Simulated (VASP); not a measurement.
# Mg3CdTe4 (P-43m) in VASP: further runs

Mg3CdTe4 is run at these levels: PBE; tasks: relaxation of the atoms, single point.

All numbers are computed with VASP 6.6.1; they aren't measurements. Logs are shortened: lines on timing, memory, paths and dates and some standing lists are left out, and cuts for length are marked.

### 1 The cell of the first run

Symmetry: P-43m, No. 215, cubic system. Conventional cell: a = 6.664 Å, b = 6.664 Å, c = 6.664 Å, α = 90.00°, β = 90.00°, γ = 90.00°. Mg (site symmetry -42m) has 4 Te at 2.87 Å within 3.8 Å. Within 3.8 Å of Cd (site symmetry -43m) lie 4 Te at 2.92 Å. Te (site symmetry 3m) has 3 Mg at 2.87 Å and 1 Cd at 2.92 Å within 3.8 Å.

### 2 Relaxation of the atoms, PBE (37.00 Å³/atom)

INCAR reads:

```
SYSTEM = Mg3CdTe4
ALGO = Normal
EDIFF = 1E-7
EDIFFG = -0.01
ENCUT = 520
GGA = PE
IBRION = 2
ISIF = 2
ISMEAR = 0
LASPH = .True.
LCHARG = .False.
LREAL = .False.
LWAVE = .False.
NELM = 60
NSW = 50
PREC = Accurate
SIGMA = 0.02
```

KPOINTS reads:

```
k-points
0
Gamma
  4 4 4
  0 0 0
```

POSCAR reads:

```
Mg3CdTe4
1.0
    6.6641676105      0.0000000000      0.0000000000
    0.0000000000      6.6641676105      0.0000000000
    0.0000000000      0.0000000000      6.6641676105
Mg Cd Te
3 1 4
Direct
    0.0000000000      0.0000000000      0.5000000000
    0.0000000000      0.5000000000      0.0000000000
    0.5000000000      0.0000000000      0.0000000000
    0.5000000000      0.5000000000      0.5000000000
    0.7531251698      0.7531251698      0.7531251698
    0.7531251698      0.2468748302      0.2468748302
    0.2468748302      0.7531251698      0.2468748302
    0.2468748302      0.2468748302      0.7531251698
```

Potentials or basis: VASP PAW PBE potentials, release 64 (Mg, Cd, Te).

Launch:

```
cat potpaw_PBE.64/Mg/POTCAR potpaw_PBE.64/Cd/POTCAR potpaw_PBE.64/Te/POTCAR > POTCAR
mpirun -np 1 vasp_std > vasp.out
```

OUTCAR:

```text
SYSTEM = Mg3CdTe4
   EDIFF = 1E-7
   EDIFFG = -0.01
   ENCUT = 520
   GGA = PE
   IBRION = 2
   ISIF = 2
   ISMEAR = 0
   LASPH = .True.
   LREAL = .False.
   NELM = 60
   NSW = 50
   PREC = Accurate

 ion  position               nearest neighbor table
   1  0.000  0.000  0.500-   5 2.87   6 2.87   7 2.87   8 2.87
   2  0.000  0.500  0.000-   5 2.87   6 2.87   7 2.87   8 2.87
   3  0.500  0.000  0.000-   5 2.87   6 2.87   7 2.87   8 2.87
   4  0.500  0.500  0.500-   5 2.92   6 2.92   7 2.92   8 2.92
   5  0.753  0.753  0.753-   1 2.87   2 2.87   3 2.87   4 2.92
   6  0.753  0.247  0.247-   1 2.87   2 2.87   3 2.87   4 2.92
   7  0.247  0.753  0.247-   1 2.87   2 2.87   3 2.87   4 2.92
   8  0.247  0.247  0.753-   1 2.87   2 2.87   3 2.87   4 2.92

  LATTYP: Found a simple cubic cell.
 ALAT       =     6.6641676105

  Lattice vectors:

 A1 = (   6.6641676105,   0.0000000000,   0.0000000000)
 A2 = (   0.0000000000,   6.6641676105,   0.0000000000)
 A3 = (   0.0000000000,   0.0000000000,   6.6641676105)

Analysis of symmetry for initial positions (statically):
=====================================================================
 Subroutine PRICEL returns:
 Original cell was already a primitive cell.

 Routine SETGRP: Setting up the symmetry group for a
 simple cubic supercell.

 Subroutine GETGRP returns: Found 24 space group operations
 (whereof 24 operations were pure point group operations)
 out of a pool of 48 trial point group operations.

The static configuration has the point symmetry T_d .

Analysis of symmetry for dynamics (positions and initial velocities):
=====================================================================
 Subroutine PRICEL returns:
 Original cell was already a primitive cell.

 Routine SETGRP: Setting up the symmetry group for a
 simple cubic supercell.

 Subroutine GETGRP returns: Found 24 space group operations
 (whereof 24 operations were pure point group operations)
 out of a pool of 48 trial point group operations.

The dynamic configuration has the point symmetry T_d .

 Subroutine INISYM returns: Found 24 space group operations
 (whereof 24 operations are pure point group operations),
 and found     1 'primitive' translations

----------------------------------------------------------------------------------------

                                     Primitive cell

  volume of cell :     295.9632

  direct lattice vectors                    reciprocal lattice vectors
     6.664167610  0.000000000  0.000000000     0.150056250  0.000000000  0.000000000
     0.000000000  6.664167610  0.000000000     0.000000000  0.150056250  0.000000000
     0.000000000  0.000000000  6.664167610     0.000000000  0.000000000  0.150056250

  length of vectors
     6.664167610  6.664167610  6.664167610     0.150056250  0.150056250  0.150056250

  position of ions in fractional coordinates (direct lattice)
     0.000000000  0.000000000  0.500000000
     0.000000000  0.500000000  0.000000000
     0.500000000  0.000000000  0.000000000
     0.500000000  0.500000000  0.500000000
     0.753125170  0.753125170  0.753125170
     0.753125170  0.246874830  0.246874830
     0.246874830  0.753125170  0.246874830
     0.246874830  0.246874830  0.753125170

  ion indices of the primitive-cell ions
   primitive index   ion index
                 1           1
                 2           2
                 3           3
                 4           4
                 5           5
                 6           6
                 7           7
                 8           8

----------------------------------------------------------------------------------------

 KPOINTS: k-points

Automatic generation of k-mesh.
 Grid dimensions read from file:
 generate k-points for:    4    4    4

 Generating k-lattice:

  Cartesian coordinates                     Fractional coordinates (reciprocal lattice)
     0.037514062  0.000000000  0.000000000     0.250000000  0.000000000  0.000000000
     0.000000000  0.037514062  0.000000000     0.000000000  0.250000000  0.000000000
     0.000000000  0.000000000  0.037514062     0.000000000  0.000000000  0.250000000

  Length of vectors
     0.037514062  0.037514062  0.037514062

  Shift w.r.t. Gamma in fractional coordinates (k-lattice)
     0.000000000  0.000000000  0.000000000

 Subroutine IBZKPT returns following result:
 ===========================================

 Found     10 irreducible k-points:

 Following reciprocal coordinates:
            Coordinates               Weight
  0.000000  0.000000  0.000000      1.000000
  0.250000  0.000000  0.000000      6.000000
  0.500000  0.000000  0.000000      3.000000
  0.250000  0.250000  0.000000     12.000000
  0.500000  0.250000  0.000000     12.000000
  0.500000  0.500000  0.000000      3.000000
  0.250000  0.250000  0.250000      8.000000
  0.500000  0.250000  0.250000     12.000000
  0.500000  0.500000  0.250000      6.000000
  0.500000  0.500000  0.500000      1.000000
   k-points           NKPTS =     10   k-points in BZ     NKDIM =     10   number of bands    NBANDS=     26
   number of dos      NEDOS =    301   number of ions     NIONS =      8
   total plane-waves  NPLWV = 125000
   dimension x,y,z NGX =    50 NGY =   50 NGZ =   50
   dimension x,y,z NGXF=   100 NGYF=  100 NGZF=  100
   ions per type =               3   1   4
   NGX,Y,Z   is equivalent  to a cutoff of  12.47, 12.47, 12.47 a.u.
   NGXF,Y,Z  is equivalent  to a cutoff of  24.95, 24.95, 24.95 a.u.
 SYSTEM =  Mg3CdTe4
   PREC   = accura    normal or accurate (medium, high low for compatibility)
   ISTART =      0    job   : 0-new  1-cont  2-samecut
   ICHARG =      2    charge: 1-file 2-atom 10-const
   ISPIN  =      1    spin polarized calculation?
   LNONCOLLINEAR =      F non collinear calculations
   LSORBIT =      F    spin-orbit coupling
   LASPH  =      T    aspherical Exc in radial PAW
   ENCUT  =  520.0 eV  38.22 Ry    6.18 a.u.  12.39 12.39 12.39*2*pi/ulx,y,z
   NELM   =     60;   NELMIN=  2; NELMDL= -5     # of ELM steps
   EDIFF  = 0.1E-06   stopping-criterion for ELM
   LREAL  =      F    real-space projection
   EDIFFG = -.1E-01   stopping-criterion for IOM
   NSW    =     50    number of steps for IOM
   IBRION =      2    ionic relax: 0-MD 1-quasi-New 2-CG
   NFREE  =      1    steps in history (QN), initial steepest desc. (CG)
   ISIF   =      2    stress and relaxation
   ISYM   =      2    0-nonsym 1-usesym 2-fastsym
   POTIM  = 0.5000    time-step for ionic-motion
   TEBEG  =    0.0;   TEEND  =   0.0 temperature during run
   PSTRESS=    0.0 pullay stress
   NELECT =      42.0000    total number of electrons
   NUPDOWN=      -1.0000    fix difference up-down
   EMIN   =  10.00;   EMAX   =-10.00  energy-range for DOS
   EFERMI =   0.00;   METHOD = LEGACY
   ISMEAR =     0;   SIGMA  =   0.02  broadening in eV -4-tet -1-fermi 0-gaus
   EFERMI_NEDOS =   21; number of points for ismear=-14 and -15
   IALGO  =     38    algorithm
   IMIX   =      4    mixing-type and parameters
     AMIX     =   0.40;   BMIX     =  1.00
     AMIX_MAG =   1.60;   BMIX_MAG =  1.00
  volume/ion in A,a.u.               =      37.00       249.66
  Fermi-wavevector in a.u.,A,eV,Ry     =   0.853910  1.613656  9.920851  0.729162
  Thomas-Fermi vector in A             =   1.970425
   LORBIT       =      0    0 simple, 1 ext, 2 COOP (PROOUT), +10 PAW based schemes
   GGA     = PE    functional components
   LHFCALC =     F    Hartree Fock is set to
   AEXX    =    0.0000 exact exchange contribution
   IVDW    =     0    specifies the selected vdW correction
   LEPSILON=     F    determine dielectric tensor
   LRPA    =     F    only Hartree local field effects (RPA)
 conjugate gradient relaxation of ions
 non-spin polarized calculation
 Gauss-broadening in eV      SIGMA  =   0.02
  energy-cutoff  :      520.00
  volume of cell :      295.96
 maximum number of plane-waves:      8025
 NGX is ok and might be reduce to    50
   NGX = 25   NGY = 25   NGZ = 25

 number of electron      41.9999997 magnetization

 Free energy of the ion-electron system (eV)
  ---------------------------------------------------
  ext. energy  EPLUGINS =         0.00000000
  ---------------------------------------------------
  free energy    TOTEN  =       -23.91369353 eV

  energy without entropy =      -23.91369353  energy(sigma->0) =      -23.91369353

 E-fermi :   1.4315     XC(G=0):  -7.6848

 val. band max:        1.3300094279   @ k =   0.0000   0.0000   0.0000
 cond. band min:       2.8936821845   @ k =   0.0000   0.0000   0.0000
 fundamental gap:      1.5636727566
 Fermi energy:         1.4314705581

 k-point     1 :       0.0000    0.0000    0.0000
  band No.  band energies     occupation
      1      -8.7540      2.00000
      2      -8.1878      2.00000
      3      -8.1878      2.00000
      4      -8.1878      2.00000
      5      -6.1275      2.00000
      6      -6.1275      2.00000
[... 18 lines left out ...]
     25       4.2695      0.00000
     26       4.2695      0.00000

 k-point     2 :       0.2500    0.0000    0.0000
  band No.  band energies     occupation
      1      -8.6780      2.00000
      2      -8.2757      2.00000
      3      -8.1870      2.00000
      4      -8.1870      2.00000
      5      -6.1270      2.00000
      6      -6.1270      2.00000
[... 18 lines left out ...]
     25       4.8607      0.00000
     26       4.8607      0.00000

 k-point     3 :       0.5000    0.0000    0.0000
  band No.  band energies     occupation
      1      -8.5104      2.00000
      2      -8.4553      2.00000
      3      -8.1863      2.00000
      4      -8.1863      2.00000
      5      -6.1338      2.00000
      6      -6.1264      2.00000
[... 166 lines left out ...]
 k-point     9 :       0.5000    0.5000    0.2500
  band No.  band energies     occupation
      1      -8.3499      2.00000
      2      -8.3404      2.00000
      3      -8.3404      2.00000
      4      -8.2896      2.00000
      5      -6.1234      2.00000
      6      -6.1217      2.00000
[... 18 lines left out ...]
     25       4.8006      0.00000
     26       6.3978      0.00000

 k-point    10 :       0.5000    0.5000    0.5000
  band No.  band energies     occupation
      1      -8.3380      2.00000
      2      -8.3380      2.00000
      3      -8.3380      2.00000
      4      -8.2925      2.00000
      5      -6.1216      2.00000
      6      -6.1216      2.00000
[... 18 lines left out ...]
     25       4.2429      0.00000
     26       6.6450      0.00000

------------------------ aborting loop because EDIFF is reached ----------------------------------------

  FORCE on cell =-STRESS in cart. coord.  units (eV):
  Direction    XX          YY          ZZ          XY          YZ          ZX
  --------------------------------------------------------------------------------------
  -------------------------------------------------------------------------------------
  Total       -3.2551779     -3.2551779     -3.2551779     -0.0000000     -0.0000000     -0.0000000
  in kB      -17.6216909    -17.6216909    -17.6216909     -0.0000000     -0.0000000     -0.0000000
  external PRESSURE =     -17.6216909 kB  Pullay stress =       0.0000000 kB

 VOLUME and BASIS-vectors are now :
 -----------------------------------------------------------------------------
  energy-cutoff  :      520.00
  volume of cell :      295.96
      direct lattice vectors                 reciprocal lattice vectors
     6.664167610  0.000000000  0.000000000     0.150056250  0.000000000  0.000000000
     0.000000000  6.664167610  0.000000000     0.000000000  0.150056250  0.000000000
     0.000000000  0.000000000  6.664167610     0.000000000  0.000000000  0.150056250

 POSITION                                       TOTAL-FORCE (eV/Angst)
 -----------------------------------------------------------------------------------
      0.00000      0.00000      3.33208         0.000000     -0.000000      0.000000
      0.00000      3.33208      0.00000         0.000000     -0.000000      0.000000
      3.33208      0.00000      0.00000         0.000000     -0.000000     -0.000000
      3.33208      3.33208      3.33208         0.000000     -0.000000     -0.000000
      5.01895      5.01895      5.01895        -0.003336     -0.003336     -0.003336
      5.01895      1.64522      1.64522        -0.003336      0.003336      0.003336
      1.64522      5.01895      1.64522         0.003336     -0.003336      0.003336
      1.64522      1.64522      5.01895         0.003336      0.003336     -0.003336
 -----------------------------------------------------------------------------------
    total drift:                               -0.000000     -0.000000      0.000000

  FREE ENERGIE OF THE ION-ELECTRON SYSTEM (eV)
  ---------------------------------------------------
  free  energy   TOTEN  =       -23.9136935304 eV

  energy  without entropy=      -23.9136935304  energy(sigma->0) =      -23.91369353

 reached required accuracy - stopping structural energy minimisation
```

Wall time 92 s (1 thread of AMD EPYC 7R43 (Zen 3), shared host); peak memory 0.36 GiB.

Results:

- Free energy: -23.9137 eV
- Pressure after relaxing: -1.8 GPa
- Largest force after relaxing: 0.006 eV/Å
- Band gap on the k mesh: 1.56 eV

Forces on the atoms (eV/Å):
```
Mg   0.000  0.000  0.000
Mg   0.000  0.000  0.000
Mg   0.000  0.000  0.000
Cd   0.000  0.000  0.000
Te  -0.003 -0.003 -0.003
Te  -0.003  0.003  0.003
Te   0.003 -0.003  0.003
Te   0.003  0.003 -0.003
```

Final structure:
```yaml
crystal:
  lattice:
    - [6.66417, 0.00000, 0.00000]
    - [0.00000, 6.66417, 0.00000]
    - [0.00000, 0.00000, 6.66417]
  atoms:
    - { symbol: Mg, position: [0.00000, 0.00000, 0.50000] }
    - { symbol: Mg, position: [0.00000, 0.50000, 0.00000] }
    - { symbol: Mg, position: [0.50000, 0.00000, 0.00000] }
    - { symbol: Cd, position: [0.50000, 0.50000, 0.50000] }
    - { symbol: Te, position: [0.75313, 0.75313, 0.75313] }
    - { symbol: Te, position: [0.75313, 0.24687, 0.24687] }
    - { symbol: Te, position: [0.24687, 0.75313, 0.24687] }
    - { symbol: Te, position: [0.24687, 0.24687, 0.75313] }
```

Caveat: the relaxation stopped at its first step, so nothing moved; spin-orbit coupling is left out, which moves the levels of the heavy elements.

(Part 1 of 2 ends here.)
